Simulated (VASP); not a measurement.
# WSe2 (P4_2/mnm) in VASP: settings compared

Aim: see how the results for WSe2 move with the level of theory and the settings. Levels: PBEsol, r2SCAN+rVV10. Tasks: single point, relaxation of cell and atoms.

Program: VASP 6.6.1. These are calculated values, not measurements. Logs are shortened: lines on timing, memory, paths and dates and some standing lists are left out, and cuts for length are marked.

## 1. The cell of the first run

Symmetry: P4_2/mnm, No. 136, tetragonal system. Conventional cell: a = 6.128 Å, b = 6.128 Å, c = 3.341 Å, α = 90.00°, β = 90.00°, γ = 90.00°. W (site symmetry mmm) has 6 Se at 2.48 to 2.50 Å and 2 W at 3.34 Å within 3.4 Å. Within 3.8 Å of Se (site symmetry m2m) lie 3 W at 2.48 to 2.50 Å and 11 Se at 3.34 to 3.71 Å.

## 2. Single point, PBEsol

INCAR reads:

```
SYSTEM = WSe2
PREC     = Accurate       ! precision mode
ENCUT    = 520            ! plane-wave cutoff, eV
EDIFF    = 1E-7           ! SCF threshold, eV
ISMEAR   = -1             ! smearing method
SIGMA    = 0.03           ! smearing width, eV
LREAL    = .False.        ! projectors in reciprocal space
LASPH    = .True.         ! aspherical terms in the spheres
NELM     = 60             ! most SCF steps
ALGO     = Normal         ! electronic algorithm
ISIF     = 2              ! what is computed and relaxed
LWAVE    = .False.        ! write WAVECAR
LCHARG   = .False.        ! write CHGCAR
GGA      = PS             ! functional
NBANDS   = 35             ! bands
```

KPOINTS reads:

```
regular mesh
0
Gamma
  4 4 4
  0 0 0
```

POSCAR reads:

```
WSe2
1.0
    6.1281020668      0.0000000000      0.0000000000
    0.0000000000      6.1281020668      0.0000000000
    0.0000000000      0.0000000000      3.3412879414
W Se
2 4
Direct
    0.0000000000      0.0000000000      0.0000000000
    0.5000000000      0.5000000000      0.5000000000
    0.2857109065      0.2857109065      0.0000000000
    0.2142890935      0.7857109065      0.5000000000
    0.7857109065      0.2142890935      0.5000000000
    0.7142890935      0.7142890935      0.0000000000
```

Potentials or basis: VASP PAW PBE potentials, release 64 (W_sv, Se).

The run is started by

```sh
> cat potpaw_PBE.64/W_sv/POTCAR potpaw_PBE.64/Se/POTCAR > POTCAR
> mpirun -np 1 vasp_std > vasp.out
```

OUTCAR:

```text
SYSTEM = WSe2
   PREC = Accurate
   ENCUT = 520
   EDIFF = 1E-7
   ISMEAR = -1
   LREAL = .False.
   LASPH = .True.
   NELM = 60
   ISIF = 2
   GGA = PS

 ion  position               nearest neighbor table
   1  0.000  0.000  0.000-   3 2.48   6 2.48   5 2.50   4 2.50   4 2.50   5 2.50
   2  0.500  0.500  0.500-   4 2.48   5 2.48   3 2.50   6 2.50   3 2.50   6 2.50
   3  0.286  0.286  0.000-   1 2.48   2 2.50   2 2.50
   4  0.214  0.786  0.500-   2 2.48   1 2.50   1 2.50
   5  0.786  0.214  0.500-   2 2.48   1 2.50   1 2.50
   6  0.714  0.714  0.000-   1 2.48   2 2.50   2 2.50

  LATTYP: Found a simple tetragonal cell.
 ALAT       =     6.1281020668
 C/A-ratio  =     0.5452402563

  Lattice vectors:

 A1 = (   6.1281020668,   0.0000000000,   0.0000000000)
 A2 = (   0.0000000000,   6.1281020668,   0.0000000000)
 A3 = (   0.0000000000,   0.0000000000,   3.3412879414)

Analysis of symmetry for initial positions (statically):
=====================================================================
 Subroutine PRICEL returns:
 Original cell was already a primitive cell.

 Routine SETGRP: Setting up the symmetry group for a
 simple tetragonal supercell.

 Subroutine GETGRP returns: Found 16 space group operations
 (whereof  8 operations were pure point group operations)
 out of a pool of 16 trial point group operations.

The static configuration has the point symmetry D_2h.
 The point group associated with its full space group is D_4h.

Analysis of symmetry for dynamics (positions and initial velocities):
=====================================================================
 Subroutine PRICEL returns:
 Original cell was already a primitive cell.

 Routine SETGRP: Setting up the symmetry group for a
 simple tetragonal supercell.

 Subroutine GETGRP returns: Found 16 space group operations
 (whereof  8 operations were pure point group operations)
 out of a pool of 16 trial point group operations.

The dynamic configuration has the point symmetry D_2h.
 The point group associated with its full space group is D_4h.

 Subroutine INISYM returns: Found 16 space group operations
 (whereof  8 operations are pure point group operations),
 and found     1 'primitive' translations

----------------------------------------------------------------------------------------

                                     Primitive cell

  volume of cell :     125.4775

  direct lattice vectors                    reciprocal lattice vectors
     6.128102067  0.000000000  0.000000000     0.163182661  0.000000000  0.000000000
     0.000000000  6.128102067  0.000000000     0.000000000  0.163182661  0.000000000
     0.000000000  0.000000000  3.341287941     0.000000000  0.000000000  0.299285790

  length of vectors
     6.128102067  6.128102067  3.341287941     0.163182661  0.163182661  0.299285790

  position of ions in fractional coordinates (direct lattice)
     0.000000000  0.000000000  0.000000000
     0.500000000  0.500000000  0.500000000
     0.285710907  0.285710907  0.000000000
     0.214289093  0.785710907  0.500000000
     0.785710907  0.214289093  0.500000000
     0.714289093  0.714289093  0.000000000

  ion indices of the primitive-cell ions
   primitive index   ion index
                 1           1
                 2           2
                 3           3
                 4           4
                 5           5
                 6           6

----------------------------------------------------------------------------------------

 KPOINTS: regular mesh

Automatic generation of k-mesh.
 Grid dimensions read from file:
 generate k-points for:    4    4    4

 Generating k-lattice:

  Cartesian coordinates                     Fractional coordinates (reciprocal lattice)
     0.040795665  0.000000000  0.000000000     0.250000000  0.000000000  0.000000000
     0.000000000  0.040795665  0.000000000     0.000000000  0.250000000  0.000000000
     0.000000000  0.000000000  0.074821447     0.000000000  0.000000000  0.250000000

  Length of vectors
     0.040795665  0.040795665  0.074821447

[... 52 lines left out ...]

 k-point     2 :       0.2500    0.0000    0.0000
  band No.  band energies     occupation
      1     -68.5881      2.00000
      2     -68.5881      2.00000
      3     -32.8584      2.00000
      4     -32.8584      2.00000
      5     -32.8292      2.00000
      6     -32.8292      2.00000
[... 27 lines left out ...]
     34      10.2370      0.00000
     35      11.5246      0.00000

 k-point     3 :       0.5000    0.0000    0.0000
  band No.  band energies     occupation
      1     -68.5881      2.00000
      2     -68.5881      2.00000
      3     -32.8581      2.00000
      4     -32.8581      2.00000
      5     -32.8296      2.00000
      6     -32.8296      2.00000
[... 27 lines left out ...]
     34       9.8798      0.00000
     35      11.3084      0.00000

 k-point     4 :       0.2500    0.2500    0.0000
  band No.  band energies     occupation
      1     -68.5881      2.00000
      2     -68.5881      2.00000
      3     -32.8589      2.00000
      4     -32.8581      2.00000
      5     -32.8296      2.00000
      6     -32.8288      2.00000
[... 27 lines left out ...]
     34      10.4529      0.00000
     35      10.5341      0.00000

 k-point     5 :       0.5000    0.2500    0.0000
  band No.  band energies     occupation
      1     -68.5881      2.00000
      2     -68.5881      2.00000
      3     -32.8585      2.00000
      4     -32.8585      2.00000
      5     -32.8291      2.00000
      6     -32.8291      2.00000
[... 410 lines left out ...]
 k-point    16 :       0.2500    0.2500    0.5000
  band No.  band energies     occupation
      1     -68.5839      2.00000
      2     -68.5839      2.00000
      3     -32.9273      2.00000
      4     -32.9272      2.00000
      5     -32.8463      2.00000
      6     -32.8462      2.00000
[... 27 lines left out ...]
     34      10.4203      0.00000
     35      11.4604      0.00000

 k-point    17 :       0.5000    0.2500    0.5000
  band No.  band energies     occupation
      1     -68.5839      2.00000
      2     -68.5839      2.00000
      3     -32.9273      2.00000
      4     -32.9273      2.00000
      5     -32.8463      2.00000
      6     -32.8463      2.00000
[... 27 lines left out ...]
     34      10.0530      0.00000
     35      11.3160      0.00000

 k-point    18 :       0.5000    0.5000    0.5000
  band No.  band energies     occupation
      1     -68.5839      2.00000
      2     -68.5839      2.00000
      3     -32.9272      2.00000
      4     -32.9272      2.00000
      5     -32.8463      2.00000
      6     -32.8463      2.00000
[... 27 lines left out ...]
     34       9.5642      0.00000
     35      10.5178      0.00000

------------------------ aborting loop because EDIFF is reached ----------------------------------------

  FORCE on cell =-STRESS in cart. coord.  units (eV):
  Direction    XX          YY          ZZ          XY          YZ          ZX
  --------------------------------------------------------------------------------------
  -------------------------------------------------------------------------------------
  Total        0.2527904      0.2527904      0.2702918      0.0000000      0.0000000      0.0000000
  in kB        3.2277900      3.2277900      3.4512595      0.0000000      0.0000000      0.0000000
  external PRESSURE =       3.3022798 kB  Pullay stress =       0.0000000 kB

 VOLUME and BASIS-vectors are now :
 -----------------------------------------------------------------------------
  energy-cutoff  :      520.00
  volume of cell :      125.48
      direct lattice vectors                 reciprocal lattice vectors
     6.128102067  0.000000000  0.000000000     0.163182661  0.000000000  0.000000000
     0.000000000  6.128102067  0.000000000     0.000000000  0.163182661  0.000000000
     0.000000000  0.000000000  3.341287941     0.000000000  0.000000000  0.299285790

 POSITION                                       TOTAL-FORCE (eV/Angst)
 -----------------------------------------------------------------------------------
      0.00000      0.00000      0.00000        -0.000000     -0.000000      0.000000
      3.06405      3.06405      1.67064        -0.000000     -0.000000      0.000000
      1.75087      1.75087      0.00000        -0.008684     -0.008684      0.000000
      1.31319      4.81492      1.67064         0.008684     -0.008684      0.000000
      4.81492      1.31319      1.67064        -0.008684      0.008684      0.000000
      4.37724      4.37724      0.00000         0.008684      0.008684      0.000000
 -----------------------------------------------------------------------------------
    total drift:                                0.000000     -0.000000      0.000000

  FREE ENERGIE OF THE ION-ELECTRON SYSTEM (eV)
  ---------------------------------------------------
  free  energy   TOTEN  =       -43.5950222071 eV

  energy  without entropy=      -43.5835670695  energy(sigma->0) =      -43.58929464
```

It took 74 s on 1 thread of Intel Xeon Platinum 8259CL at 2.50GHz (Skylake/Cascade Lake), shared host; peak memory 0.26 GiB.

What came out:

```
Free energy            : -43.5950 eV
Pressure               : 0.3 GPa
Largest force          : 0.012 eV/Å
Band gap on the k mesh : zero (bands 26 and 27 overlap by 0.86 eV)
```

Forces on the atoms (eV/Å):
```
W    0.000  0.000  0.000
W    0.000  0.000  0.000
Se  -0.009 -0.009  0.000
Se   0.009 -0.009  0.000
Se  -0.009  0.009  0.000
Se   0.009  0.009  0.000
```

Levels at points of the mesh, in eV from the Fermi level:
```
           k point  band 23  band 24  band 25  band 26  band 27  band 28  band 29  band 30
(0.00, 0.00, 0.00)    -1.40    -0.71    -0.71    -0.21    -0.21     0.21     0.58     1.75
(0.50, 0.00, 0.00)    -1.59    -1.59    -0.79    -0.79     1.02     1.02     1.13     1.13
(0.50, 0.50, 0.00)    -2.12    -2.12    -0.70    -0.70    -0.19    -0.19     2.14     2.14
(0.00, 0.00, 0.50)    -2.74    -2.74     0.55     0.55     1.23     1.23     1.72     1.72
(0.50, 0.00, 0.50)    -1.63    -1.63    -1.50    -1.50     1.60     1.60     1.67     1.67
(0.50, 0.50, 0.50)    -1.60    -1.60     0.02     0.02     0.19     0.19     1.70     1.70
```

Caveat: the k points lie up to 0.47 Å⁻¹ apart, too coarse for converged energies and pressures of a metal; the PAW data sets were made with another functional, which shifts forces and pressure a little; spin-orbit coupling is left out, which moves the levels of the heavy elements.

[end of part 1 of 2]
